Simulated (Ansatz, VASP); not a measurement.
## One calculation of WS2, two programs

```
W S
1.0
     3.18778    0.00000    0.00000
    -1.59389    2.76070    0.00000
     0.00000    0.00000   14.77496
W S
2 4
Direct
  0.30617 0.61233 0.25000
  0.69383 0.38767 0.75000
  0.36050 0.72100 0.64367
  0.63950 0.27900 0.14367
  0.36050 0.72100 0.85633
  0.63950 0.27900 0.35633
```

Alike in both runs: functional PBE; k mesh 12 × 12 × 2; occupations gaussian, width 0.05 eV; no spin polarisation.

Ansatz relaxed the structure, and its values are those at the end. VASP's run is a single point on that final structure, the one shown.

|  | VASP | Ansatz |
| --- | --- | --- |
| version | VASP 6.6.1 | Ansatz 0.2.0 |
| potentials or method | VASP PAW PBE potentials, release 64 (W_sv, S), cutoff 520 eV | scalar-relativistic, plane waves, PAW |
| valence electrons in the cell | 52 | 52 |

VASP gave:

| Quantity | Value |
| --- | --- |
| gap on the k mesh at the Fermi level (eV) | 1.63 |
| least direct gap on the mesh (eV) | 1.80 |
| pressure (GPa) | 0.0 |

Task: Which values does Ansatz return?

Result: gap on the k mesh at the Fermi level (eV): 1.62; least direct gap on the mesh (eV): 1.80; pressure (GPa): 0.0.

With one functional, cell and mesh, what is left measures potentials, basis and numerics.

Neither program's run includes spin-orbit coupling.
